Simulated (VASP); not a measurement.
# CdS (Hawleyite) (F-43m) in VASP: notebook

The runs below take CdS (Hawleyite) through single point, with PBE+D3(BJ), PBE, r2SCAN.

Everything below comes from runs of VASP 6.6.1. Logs are shortened: lines on timing, memory, paths and dates and some standing lists are left out, and cuts for length are marked.

### 1 The cell of the first run

The structure is cubic, space group F-43m (No. 216). The conventional cell has a = 5.852 Å, b = 5.852 Å, c = 5.852 Å, α = 90.00°, β = 90.00°, γ = 90.00°. Cd (site symmetry -43m) has 4 S at 2.53 Å within 3.3 Å. Within 3.3 Å of S (site symmetry -43m) lie 4 Cd at 2.53 Å.

### 2 Single point, PBE+D3(BJ)

Input file INCAR:

```
ALGO = Normal
EDIFF = 1E-6
ENCUT = 520
GGA = PE
ISIF = 2
ISMEAR = 0
IVDW = 12
LASPH = T
LCHARG = T
LELF = T
LREAL = F
LVHAR = T
LWAVE = F
NBANDS = 16
NELM = 80
PREC = Accurate
SIGMA = 0.01
```

Input file KPOINTS:

```
k-points
0
Gamma
  6 6 6
```

Input file POSCAR:

```
CdS
1.0
    0.0000000000      2.9261507076      2.9261507076
    2.9261507076      0.0000000000      2.9261507076
    2.9261507076      2.9261507076      0.0000000000
Cd S
1 1
Direct
    0.0000000000      0.0000000000      0.0000000000
    0.2500000000      0.2500000000      0.2500000000
```

Potentials or basis: VASP PAW PBE potentials, release 64 (Cd, S).

The run is started by

```sh
$ cat potpaw_PBE.64/Cd/POTCAR potpaw_PBE.64/S/POTCAR > POTCAR
$ mpirun -np 1 vasp_std > vasp.out
```

OUTCAR:

```text
EDIFF = 1E-6
   ENCUT = 520
   GGA = PE
   ISIF = 2
   ISMEAR = 0
   IVDW = 12
   LASPH = T
   LREAL = F
   NELM = 80
   PREC = Accurate
 IVDW          = 12

 ion  position               nearest neighbor table
   1  0.000  0.000  0.000-   2 2.53   2 2.53   2 2.53   2 2.53
   2  0.250  0.250  0.250-   1 2.53   1 2.53   1 2.53   1 2.53

  LATTYP: Found a face centered cubic cell.
 ALAT       =     5.8523014152

  Lattice vectors:

 A1 = (   0.0000000000,   2.9261507076,   2.9261507076)
 A2 = (   2.9261507076,   0.0000000000,   2.9261507076)
 A3 = (   2.9261507076,   2.9261507076,   0.0000000000)

Analysis of symmetry for initial positions (statically):
=====================================================================
 Subroutine PRICEL returns:
 Original cell was already a primitive cell.

 Routine SETGRP: Setting up the symmetry group for a
 face centered cubic supercell.

 Subroutine GETGRP returns: Found 24 space group operations
 (whereof 24 operations were pure point group operations)
 out of a pool of 48 trial point group operations.

The static configuration has the point symmetry T_d .

Analysis of symmetry for dynamics (positions and initial velocities):
=====================================================================
 Subroutine PRICEL returns:
 Original cell was already a primitive cell.

 Routine SETGRP: Setting up the symmetry group for a
 face centered cubic supercell.

 Subroutine GETGRP returns: Found 24 space group operations
 (whereof 24 operations were pure point group operations)
 out of a pool of 48 trial point group operations.

The dynamic configuration has the point symmetry T_d .

 Subroutine INISYM returns: Found 24 space group operations
 (whereof 24 operations are pure point group operations),
 and found     1 'primitive' translations

----------------------------------------------------------------------------------------

                                     Primitive cell

  volume of cell :      50.1095

  direct lattice vectors                    reciprocal lattice vectors
     0.000000000  2.926150708  2.926150708    -0.170872949  0.170872949  0.170872949
     2.926150708  0.000000000  2.926150708     0.170872949 -0.170872949  0.170872949
     2.926150708  2.926150708  0.000000000     0.170872949  0.170872949 -0.170872949

  length of vectors
     4.138202016  4.138202016  4.138202016     0.295960629  0.295960629  0.295960629

  position of ions in fractional coordinates (direct lattice)
     0.000000000  0.000000000  0.000000000
     0.250000000  0.250000000  0.250000000

  ion indices of the primitive-cell ions
   primitive index   ion index
                 1           1
                 2           2

----------------------------------------------------------------------------------------

 KPOINTS: k-points

Automatic generation of k-mesh.
 Grid dimensions read from file:
 generate k-points for:    6    6    6

 Generating k-lattice:

  Cartesian coordinates                     Fractional coordinates (reciprocal lattice)
    -0.028478825  0.028478825  0.028478825     0.166666667  0.000000000  0.000000000
     0.028478825 -0.028478825  0.028478825     0.000000000  0.166666667  0.000000000
     0.028478825  0.028478825 -0.028478825     0.000000000  0.000000000  0.166666667

  Length of vectors
     0.049326771  0.049326771  0.049326771

  Shift w.r.t. Gamma in fractional coordinates (k-lattice)
     0.000000000  0.000000000  0.000000000

 Subroutine IBZKPT returns following result:
 ===========================================

 Found     16 irreducible k-points:

 Following reciprocal coordinates:
            Coordinates               Weight
  0.000000  0.000000  0.000000      1.000000
  0.166667  0.000000  0.000000      8.000000
  0.333333  0.000000  0.000000      8.000000
  0.500000  0.000000  0.000000      4.000000
  0.166667  0.166667  0.000000      6.000000
  0.333333  0.166667  0.000000     24.000000
[... 8 lines left out ...]
 -0.333333  0.333333  0.166667     24.000000
 -0.333333  0.500000  0.166667     12.000000
   k-points           NKPTS =     16   k-points in BZ     NKDIM =     16   number of bands    NBANDS=     16
   number of dos      NEDOS =    301   number of ions     NIONS =      2
   total plane-waves  NPLWV =  32768
   dimension x,y,z NGX =    32 NGY =   32 NGZ =   32
   dimension x,y,z NGXF=    64 NGYF=   64 NGZF=   64
   ions per type =               1   1
   NGX,Y,Z   is equivalent  to a cutoff of  12.86, 12.86, 12.86 a.u.
   NGXF,Y,Z  is equivalent  to a cutoff of  25.71, 25.71, 25.71 a.u.
 SYSTEM =  unknown system
   PREC   = accura    normal or accurate (medium, high low for compatibility)
   ISTART =      0    job   : 0-new  1-cont  2-samecut
   ICHARG =      2    charge: 1-file 2-atom 10-const
   ISPIN  =      1    spin polarized calculation?
   LNONCOLLINEAR =      F non collinear calculations
   LSORBIT =      F    spin-orbit coupling
   LASPH  =      T    aspherical Exc in radial PAW
   ENCUT  =  520.0 eV  38.22 Ry    6.18 a.u.   7.69  7.69  7.69*2*pi/ulx,y,z
   NELM   =     80;   NELMIN=  2; NELMDL= -5     # of ELM steps
   EDIFF  = 0.1E-05   stopping-criterion for ELM
   LREAL  =      F    real-space projection
   EDIFFG = 0.1E-04   stopping-criterion for IOM
   NSW    =      0    number of steps for IOM
   IBRION =     -1    ionic relax: 0-MD 1-quasi-New 2-CG
   NFREE  =      0    steps in history (QN), initial steepest desc. (CG)
   ISIF   =      2    stress and relaxation
   ISYM   =      2    0-nonsym 1-usesym 2-fastsym
   POTIM  = 0.5000    time-step for ionic-motion
   TEBEG  =    0.0;   TEEND  =   0.0 temperature during run
   PSTRESS=    0.0 pullay stress
   NELECT =      18.0000    total number of electrons
   NUPDOWN=      -1.0000    fix difference up-down
   EMIN   =  10.00;   EMAX   =-10.00  energy-range for DOS
   EFERMI =   0.00;   METHOD = LEGACY
   ISMEAR =     0;   SIGMA  =   0.01  broadening in eV -4-tet -1-fermi 0-gaus
   EFERMI_NEDOS =   21; number of points for ismear=-14 and -15
   IALGO  =     38    algorithm
   IMIX   =      4    mixing-type and parameters
     AMIX     =   0.40;   BMIX     =  1.00
     AMIX_MAG =   1.60;   BMIX_MAG =  1.00
  volume/ion in A,a.u.               =      25.05       169.08
  Fermi-wavevector in a.u.,A,eV,Ry     =   1.163748  2.199165 18.426501  1.354310
  Thomas-Fermi vector in A             =   2.300294
   LORBIT       =      0    0 simple, 1 ext, 2 COOP (PROOUT), +10 PAW based schemes
   GGA     = PE    functional components
   LHFCALC =     F    Hartree Fock is set to
   AEXX    =    0.0000 exact exchange contribution
   IVDW    =    12    specifies the selected vdW correction
   LEPSILON=     F    determine dielectric tensor
   LRPA    =     F    only Hartree local field effects (RPA)
 non-spin polarized calculation
 Gauss-broadening in eV      SIGMA  =   0.01
  energy-cutoff  :      520.00
  volume of cell :       50.11
 maximum number of plane-waves:      1363
   NGX = 15   NGY = 15   NGZ = 15

 number of electron      18.0000005 magnetization

 Free energy of the ion-electron system (eV)
  ---------------------------------------------------
  ext. energy  EPLUGINS =         0.00000000
  ---------------------------------------------------
  free energy    TOTEN  =        -6.12804534 eV

  energy without entropy =       -6.12804534  energy(sigma->0) =       -6.12804534

 E-fermi :   1.2798     XC(G=0):  -9.1024

 val. band max:        1.2319885435   @ k =   0.0000   0.0000   0.0000
 cond. band min:       2.3588303428   @ k =   0.0000   0.0000   0.0000
 fundamental gap:      1.1268417993
 Fermi energy:         1.2797613139

 k-point     1 :       0.0000    0.0000    0.0000
  band No.  band energies     occupation
      1     -11.0771      2.00000
      2      -6.4626      2.00000
      3      -6.4626      2.00000
      4      -6.4626      2.00000
      5      -5.9964      2.00000
      6      -5.9964      2.00000
[... 8 lines left out ...]
     15      12.6964      0.00000
     16      12.6964      0.00000

 k-point     2 :       0.1667    0.0000    0.0000
  band No.  band energies     occupation
      1     -10.9732      2.00000
      2      -6.4259      2.00000
      3      -6.4259      2.00000
      4      -6.3638      2.00000
      5      -5.9971      2.00000
      6      -5.9971      2.00000
[... 8 lines left out ...]
     15      11.9163      0.00000
     16      13.0482      0.00000

 k-point     3 :       0.3333    0.0000    0.0000
  band No.  band energies     occupation
      1     -10.7645      2.00000
      2      -6.3660      2.00000
      3      -6.3660      2.00000
      4      -6.0000      2.00000
      5      -5.9801      2.00000
      6      -5.9801      2.00000
[... 8 lines left out ...]
     15      12.3302      0.00000
     16      12.3302      0.00000

 k-point     4 :       0.5000    0.0000    0.0000
  band No.  band energies     occupation
      1     -10.6609      2.00000
      2      -6.3453      2.00000
      3      -6.3453      2.00000
      4      -5.9596      2.00000
      5      -5.9596      2.00000
      6      -5.6249      2.00000
[... 8 lines left out ...]
     15      13.7595      0.00000
     16      13.7595      0.00000
[... 172 lines left out ...]
 k-point    14 :       0.5000    0.3333    0.1667
  band No.  band energies     occupation
      1     -10.6315      2.00000
      2      -6.2784      2.00000
      3      -6.2702      2.00000
      4      -6.0891      2.00000
      5      -5.9577      2.00000
      6      -5.7095      2.00000
[... 8 lines left out ...]
     15      14.2069      0.00000
     16      14.4305      0.00000

 k-point    15 :      -0.3333    0.3333    0.1667
  band No.  band energies     occupation
      1     -10.5658      2.00000
      2      -6.2742      2.00000
      3      -6.2328      2.00000
      4      -6.0357      2.00000
      5      -5.9783      2.00000
      6      -5.4533      2.00000
[... 8 lines left out ...]
     15      13.6865      0.00000
     16      14.5220      0.00000

 k-point    16 :      -0.3333    0.5000    0.1667
  band No.  band energies     occupation
      1     -10.5336      2.00000
      2      -6.2387      2.00000
      3      -6.1975      2.00000
      4      -6.0717      2.00000
      5      -5.9553      2.00000
      6      -5.4237      2.00000
[... 8 lines left out ...]
     15      14.4035      0.00000
     16      14.5164      0.00000

------------------------ aborting loop because EDIFF is reached ----------------------------------------

 Edisp (eV)   -0.60648

 E8    (eV) :    -0.2471

  FORCE on cell =-STRESS in cart. coord.  units (eV):
  Direction    XX          YY          ZZ          XY          YZ          ZX
  --------------------------------------------------------------------------------------
  -------------------------------------------------------------------------------------
  Total       0.11483     0.11483     0.11483     0.00000    -0.00000     0.00000
  in kB       3.67166     3.67166     3.67166     0.00000    -0.00000     0.00000
  external pressure =        3.67 kB  Pullay stress =        0.00 kB

 VOLUME and BASIS-vectors are now :
 -----------------------------------------------------------------------------
  energy-cutoff  :      520.00
  volume of cell :       50.11
      direct lattice vectors                 reciprocal lattice vectors
     0.000000000  2.926150708  2.926150708    -0.170872949  0.170872949  0.170872949
     2.926150708  0.000000000  2.926150708     0.170872949 -0.170872949  0.170872949
     2.926150708  2.926150708  0.000000000     0.170872949  0.170872949 -0.170872949

 POSITION                                       TOTAL-FORCE (eV/Angst)
 -----------------------------------------------------------------------------------
      0.00000      0.00000      0.00000         0.000000      0.000000     -0.000000
      1.46308      1.46308      1.46308        -0.000000     -0.000000      0.000000
 -----------------------------------------------------------------------------------
    total drift:                               -0.000000     -0.000000     -0.000000

  FREE ENERGIE OF THE ION-ELECTRON SYSTEM (eV)
  ---------------------------------------------------
  free  energy   TOTEN  =        -6.7345253414 eV

  energy  without entropy=       -6.7345253414  energy(sigma->0) =       -6.73452534
```

Wall time 18 s (1 thread of Intel Xeon Platinum 8375C at 2.90GHz (Ice Lake), shared host); peak memory 0.18 GiB.

What came out:

```
Free energy                : -6.7345 eV
Pressure                   : 0.4 GPa
Band gap on the k mesh     : 1.13 eV, direct
Dispersion energy per atom : -0.303 eV
```

PBE gaps usually lie below the measured ones, often by a third to a half.

[end of part 1 of 2]
